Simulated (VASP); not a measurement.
# Al2Cu (P4/mmm) in VASP: single point with HSE06

Aim: the single point of Al2Cu with HSE06.

All numbers are computed with VASP 6.6.1; they aren't measurements. Logs are shortened: lines on timing, memory, paths and dates and some standing lists are left out, and cuts for length are marked.

## (1) The cell of the first run

Symmetry: P4/mmm, No. 123, tetragonal system. Conventional cell: a = 4.105 Å, b = 4.105 Å, c = 2.891 Å, α = 90.00°, β = 90.00°, γ = 90.00°. Within 3.3 Å of Cu (site symmetry 4/mmm) lie 8 Al at 2.51 Å and 2 Cu at 2.89 Å. Within 3.3 Å of Al (site symmetry mmm) lie 4 Cu at 2.51 Å and 6 Al at 2.89 to 2.90 Å.

## (2) Single point, HSE06

File POSCAR:

```
Al2Cu
1.0
    4.1051820000      0.0000000000      0.0000000000
    0.0000000000      4.1051820000      0.0000000000
    0.0000000000      0.0000000000      2.8913130000
Cu Al
1 2
Direct
    0.0000000000      0.0000000000      0.0000000000
    0.0000000000      0.5000000000      0.5000000000
    0.5000000000      0.0000000000      0.5000000000
```

File INCAR.step1:

```
SYSTEM = Al2Cu
PREC = Accurate
ENCUT = 520
EDIFF = 1E-5
ISMEAR = 1
SIGMA = 0.05
LREAL = .False.
LASPH = .True.
NELM = 60
ALGO = Normal
ISIF = 2
LWAVE = .True.
NBANDS = 16
GGA = PE
```

File INCAR.step2:

```
SYSTEM = Al2Cu
PREC = Accurate
ENCUT = 520
EDIFF = 1E-6
ISMEAR = 1
SIGMA = 0.05
LREAL = .False.
LASPH = .True.
NELM = 60
ALGO = Normal
ISIF = 2
LWAVE = .False.
LCHARG = .True.
GGA = PE
LHFCALC = .True.
HFSCREEN = 0.2079
PRECFOCK = Normal
LELF = .True.
LVHAR = .True.
NBANDS = 16
ISTART = 1
```

File KPOINTS:

```
regular mesh
0
Gamma
  4 4 5
  0 0 0
```

Potentials or basis: VASP PAW PBE potentials, release 64 (Cu, Al).

Started as:

```sh
> cat potpaw_PBE.64/Cu/POTCAR potpaw_PBE.64/Al/POTCAR > POTCAR
> cp INCAR.step1 INCAR
> mpirun -np 1 vasp_std > vasp.out
> cp INCAR.step2 INCAR
> mpirun -np 1 vasp_std > vasp.out
```

OUTCAR:

```text
SYSTEM = Al2Cu
   PREC = Accurate
   ENCUT = 520
   EDIFF = 1E-6
   ISMEAR = 1
   LREAL = .False.
   LASPH = .True.
   NELM = 60
   ISIF = 2
   GGA = PE
   LHFCALC = .True.
   HFSCREEN = 0.2079
   PRECFOCK = Normal
   ISTART = 1

 ion  position               nearest neighbor table
   1  0.000  0.000  0.000-   2 2.51   3 2.51   2 2.51   3 2.51   2 2.51   2 2.51   3 2.51   3 2.51

   2  0.000  0.500  0.500-   1 2.51   1 2.51   1 2.51   1 2.51   3 2.90   3 2.90   3 2.90   3 2.90

   3  0.500  0.000  0.500-   1 2.51   1 2.51   1 2.51   1 2.51   2 2.90   2 2.90   2 2.90   2 2.90

  LATTYP: Found a simple tetragonal cell.
 ALAT       =     4.1051820000
 C/A-ratio  =     0.7043081159

  Lattice vectors:

 A1 = (   4.1051820000,   0.0000000000,   0.0000000000)
 A2 = (   0.0000000000,   4.1051820000,   0.0000000000)
 A3 = (   0.0000000000,   0.0000000000,   2.8913130000)

Analysis of symmetry for initial positions (statically):
=====================================================================
 Subroutine PRICEL returns:
 Original cell was already a primitive cell.

 Routine SETGRP: Setting up the symmetry group for a
 simple tetragonal supercell.

 Subroutine GETGRP returns: Found 16 space group operations
 (whereof 16 operations were pure point group operations)
 out of a pool of 16 trial point group operations.

The static configuration has the point symmetry D_4h.

Analysis of symmetry for dynamics (positions and initial velocities):
=====================================================================
 Subroutine PRICEL returns:
 Original cell was already a primitive cell.

 Routine SETGRP: Setting up the symmetry group for a
 simple tetragonal supercell.

 Subroutine GETGRP returns: Found 16 space group operations
 (whereof 16 operations were pure point group operations)
 out of a pool of 16 trial point group operations.

The dynamic configuration has the point symmetry D_4h.

 Subroutine INISYM returns: Found 16 space group operations
 (whereof 16 operations are pure point group operations),
 and found     1 'primitive' translations

----------------------------------------------------------------------------------------

                                     Primitive cell

  volume of cell :      48.7259

  direct lattice vectors                    reciprocal lattice vectors
     4.105182000  0.000000000  0.000000000     0.243594559  0.000000000  0.000000000
     0.000000000  4.105182000  0.000000000     0.000000000  0.243594559  0.000000000
     0.000000000  0.000000000  2.891313000     0.000000000  0.000000000  0.345863627

  length of vectors
     4.105182000  4.105182000  2.891313000     0.243594559  0.243594559  0.345863627

  position of ions in fractional coordinates (direct lattice)
     0.000000000  0.000000000  0.000000000
     0.000000000  0.500000000  0.500000000
     0.500000000  0.000000000  0.500000000

  ion indices of the primitive-cell ions
   primitive index   ion index
                 1           1
                 2           2
                 3           3

----------------------------------------------------------------------------------------

 KPOINTS: regular mesh

Automatic generation of k-mesh.
 Grid dimensions read from file:
 generate k-points for:    4    4    5

 Generating k-lattice:

  Cartesian coordinates                     Fractional coordinates (reciprocal lattice)
     0.060898640  0.000000000  0.000000000     0.250000000  0.000000000  0.000000000
     0.000000000  0.060898640  0.000000000     0.000000000  0.250000000  0.000000000
     0.000000000  0.000000000  0.069172725     0.000000000  0.000000000  0.200000000

  Length of vectors
     0.060898640  0.060898640  0.069172725

  Shift w.r.t. Gamma in fractional coordinates (k-lattice)
     0.000000000  0.000000000  0.000000000

 Subroutine IBZKPT returns following result:
 ===========================================

 Found     18 irreducible k-points:

 Following reciprocal coordinates:
            Coordinates               Weight
  0.000000  0.000000  0.000000      1.000000
  0.250000  0.000000  0.000000      4.000000
  0.500000  0.000000  0.000000      2.000000
  0.250000  0.250000  0.000000      4.000000
  0.500000  0.250000  0.000000      4.000000
  0.500000  0.500000  0.000000      1.000000
[... 10 lines left out ...]
  0.500000  0.250000  0.400000      8.000000
  0.500000  0.500000  0.400000      2.000000
   k-points           NKPTS =     18   k-points in BZ     NKDIM =     80   number of bands    NBANDS=     16
   number of dos      NEDOS =    301   number of ions     NIONS =      3
   total plane-waves  NPLWV =  24576
   dimension x,y,z NGX =    32 NGY =   32 NGZ =   24
   dimension x,y,z NGXF=    64 NGYF=   64 NGZF=   48
   ions per type =               1   2
   NGX,Y,Z   is equivalent  to a cutoff of  12.96, 12.96, 13.80 a.u.
   NGXF,Y,Z  is equivalent  to a cutoff of  25.92, 25.92, 27.60 a.u.
 SYSTEM =  Al2Cu
   PREC   = accura    normal or accurate (medium, high low for compatibility)
   ISTART =      1    job   : 0-new  1-cont  2-samecut
   ICHARG =      0    charge: 1-file 2-atom 10-const
   ISPIN  =      1    spin polarized calculation?
   LNONCOLLINEAR =      F non collinear calculations
   LSORBIT =      F    spin-orbit coupling
   LASPH  =      T    aspherical Exc in radial PAW
   ENCUT  =  520.0 eV  38.22 Ry    6.18 a.u.   7.63  7.63  5.38*2*pi/ulx,y,z
   NELM   =     60;   NELMIN=  2; NELMDL=  0     # of ELM steps
   EDIFF  = 0.1E-05   stopping-criterion for ELM
   LREAL  =      F    real-space projection
   EDIFFG = 0.1E-04   stopping-criterion for IOM
   NSW    =      0    number of steps for IOM
   IBRION =     -1    ionic relax: 0-MD 1-quasi-New 2-CG
   NFREE  =      0    steps in history (QN), initial steepest desc. (CG)
   ISIF   =      2    stress and relaxation
   ISYM   =      3    0-nonsym 1-usesym 2-fastsym
   POTIM  = 0.5000    time-step for ionic-motion
   TEBEG  =    0.0;   TEEND  =   0.0 temperature during run
   PSTRESS=    0.0 pullay stress
   NELECT =      17.0000    total number of electrons
   NUPDOWN=      -1.0000    fix difference up-down
   EMIN   =  10.00;   EMAX   =-10.00  energy-range for DOS
   EFERMI =   0.00;   METHOD = LEGACY
   ISMEAR =     1;   SIGMA  =   0.05  broadening in eV -4-tet -1-fermi 0-gaus
   EFERMI_NEDOS =   21; number of points for ismear=-14 and -15
   IALGO  =     38    algorithm
   IMIX   =      1    mixing-type and parameters
     AMIX     =   0.40;   BMIX     =  1.00
     AMIX_MAG =   1.60;   BMIX_MAG =  1.00
  volume/ion in A,a.u.               =      16.24       109.61
  Fermi-wavevector in a.u.,A,eV,Ry     =   1.152492  2.177894 18.071765  1.328237
  Thomas-Fermi vector in A             =   2.289142
   LORBIT       =      0    0 simple, 1 ext, 2 COOP (PROOUT), +10 PAW based schemes
   GGA     = PE    functional components
   LHFCALC =     T    Hartree Fock is set to
   PRECFOCK=normal    Normal, Fast or Accurate (Low or Medium for compatibility)
   ENCUT4O =  -1.0   cutoff for four orbital integrals eV
   NKREDX  =     1    reduce k-point grid by
   NKREDY  =     1    reduce k-point grid by
   NKREDZ  =     1    reduce k-point grid by
   AEXX    =    0.2500 exact exchange contribution
   HFSCREEN=    0.2079 screening length (either q_TF or 0.3 A-1)
   HFSCREENC=   0.2079 screening length for correlation (either q_TF or 0.3 A-1)
   ENCUTFOCK=  -1.0 apply spherical cutoff to Coloumb kernel
   IVDW    =     0    specifies the selected vdW correction
   LEPSILON=     F    determine dielectric tensor
   LRPA    =     F    only Hartree local field effects (RPA)
 non-spin polarized calculation
 Methfessel and Paxton  Order N= 1 SIGMA  =   0.05
  energy-cutoff  :      520.00
  volume of cell :       48.73
 maximum number of plane-waves:      1339
 NGX is ok and might be reduce to    32
  NGX = 24; NGY = 24; NGZ = 18

 number of electron      16.9999979 magnetization

 Free energy of the ion-electron system (eV)
  ---------------------------------------------------
  ext. energy  EPLUGINS =         0.00000000
  ---------------------------------------------------
  free energy    TOTEN  =       -11.97948351 eV

  energy without entropy =      -11.97816769  energy(sigma->0) =      -11.97904490

 E-fermi :   7.2360     XC(G=0):  -8.5619

 val. band max:        7.2357892896   @ k =   0.5000   0.2500   0.4000
 cond. band min:       7.3352504805   @ k =   0.2500   0.2500   0.0000
 fundamental gap:      0.0994611909
 Fermi energy:         7.2360377038

 k-point     1 :       0.0000    0.0000    0.0000
  band No.  band energies     occupation
      1      -4.8260      2.00000
      2       0.3847      2.00000
      3       0.7111      2.00000
      4       1.3554      2.00000
      5       1.6687      2.00000
      6       1.6687      2.00000
[... 8 lines left out ...]
     15      14.9426      0.00000
     16      20.5125      0.00000

 k-point     2 :       0.2500    0.0000    0.0000
  band No.  band energies     occupation
      1      -4.2415      2.00000
      2      -0.0086      2.00000
      3       0.6799      2.00000
      4       1.2533      2.00000
      5       1.6505      2.00000
      6       1.6711      2.00000
[... 8 lines left out ...]
     15      18.8913      0.00000
     16      19.0522      0.00000

 k-point     3 :       0.5000    0.0000    0.0000
  band No.  band energies     occupation
      1      -3.0406      2.00000
      2      -1.6408      2.00000
      3       0.6978      2.00000
      4       1.1664      2.00000
      5       1.4202      2.00000
      6       1.6324      2.00000
[... 8 lines left out ...]
     15      17.3206      0.00000
     16      18.9021      0.00000

 k-point     4 :       0.2500    0.2500    0.0000
  band No.  band energies     occupation
      1      -3.6532      2.00000
      2       0.1219      2.00000
      3       0.4908      2.00000
      4       1.0851      2.00000
      5       1.6529      2.00000
      6       1.6540      2.00000
[... 8 lines left out ...]
     15      18.9152      0.00000
     16      19.1483      0.00000

 k-point     5 :       0.5000    0.2500    0.0000
  band No.  band energies     occupation
      1      -2.4213      2.00000
      2      -1.1723      2.00000
      3       0.6214      2.00000
      4       0.9926      2.00000
      5       1.4259      2.00000
      6       1.6359      2.00000
[... 8 lines left out ...]
     15      17.5840      0.00000
     16      19.1371      0.00000

 k-point     6 :       0.5000    0.5000    0.0000
  band No.  band energies     occupation
      1      -1.0025      2.00000
      2      -0.2781      2.00000
      3      -0.2781      2.00000
      4       0.4312      2.00000
      5       1.3975      2.00000
      6       1.5413      2.00000
[... 8 lines left out ...]
     15      18.1602      0.00000
     16      18.1602      0.00000
[... 153 lines left out ...]
 k-point    15 :       0.5000    0.0000    0.4000
  band No.  band energies     occupation
      1      -0.2002      2.00000
      2       0.0036      2.00000
      3       0.8037      2.00000
      4       1.3363      2.00000
      5       1.4298      2.00000
      6       1.6224      2.00000
[... 8 lines left out ...]
     15      15.1829      0.00000
     16      15.7236      0.00000

 k-point    16 :       0.2500    0.2500    0.4000
  band No.  band energies     occupation
      1      -0.7386      2.00000
      2       0.4530      2.00000
      3       0.8392      2.00000
      4       1.1718      2.00000
      5       1.4075      2.00000
      6       1.4688      2.00000
[... 8 lines left out ...]
     15      15.3778      0.00000
     16      17.3184      0.00000

 k-point    17 :       0.5000    0.2500    0.4000
  band No.  band energies     occupation
      1      -0.0165      2.00000
      2       0.1767      2.00000
      3       1.0339      2.00000
      4       1.3280      2.00000
      5       1.6041      2.00000
      6       1.6360      2.00000
[... 8 lines left out ...]
     15      16.7506      0.00000
     16      19.2133      0.00000

 k-point    18 :       0.5000    0.5000    0.4000
  band No.  band energies     occupation
      1       0.1869      2.00000
      2       0.1869      2.00000
      3       1.2345      2.00000
      4       1.5097      2.00000
      5       1.7024      2.00000
      6       2.3607      2.00000
[... 8 lines left out ...]
     15      20.3791      0.00000
     16      21.6760      0.00000

------------------------ aborting loop because EDIFF is reached ----------------------------------------

  FORCE on cell =-STRESS in cart. coord.  units (eV):
  Direction    XX          YY          ZZ          XY          YZ          ZX
  --------------------------------------------------------------------------------------
  -------------------------------------------------------------------------------------
  Total        0.0920105      0.0920105     -0.6669319      0.0000000      0.0000000      0.0000000
  in kB        3.0254373      3.0254373    -21.9296734      0.0000000      0.0000000      0.0000000
  external PRESSURE =      -5.2929329 kB  Pullay stress =       0.0000000 kB

 VOLUME and BASIS-vectors are now :
 -----------------------------------------------------------------------------
  energy-cutoff  :      520.00
  volume of cell :       48.73
      direct lattice vectors                 reciprocal lattice vectors
     4.105182000  0.000000000  0.000000000     0.243594559  0.000000000  0.000000000
     0.000000000  4.105182000  0.000000000     0.000000000  0.243594559  0.000000000
     0.000000000  0.000000000  2.891313000     0.000000000  0.000000000  0.345863627

 POSITION                                       TOTAL-FORCE (eV/Angst)
 -----------------------------------------------------------------------------------
      0.00000      0.00000      0.00000         0.000000      0.000000      0.000000
      0.00000      2.05259      1.44566         0.000000      0.000000      0.000000
      2.05259      0.00000      1.44566         0.000000      0.000000      0.000000
 -----------------------------------------------------------------------------------
    total drift:                               -0.000028     -0.000024      0.000014

  FREE ENERGIE OF THE ION-ELECTRON SYSTEM (eV)
  ---------------------------------------------------
  free  energy   TOTEN  =       -11.9794835122 eV

  energy  without entropy=      -11.9781676896  energy(sigma->0) =      -11.97904490
```

Wall time 29 min (1 thread of Oxide Virtual Turin-like, shared host); peak memory 0.24 GiB.

Results:

```
Free energy : -11.9795 eV
Pressure    : -0.5 GPa
```

Caveat: the k points lie up to 0.43 Å⁻¹ apart; the PAW data sets were made with another functional, which shifts forces and pressure a little.
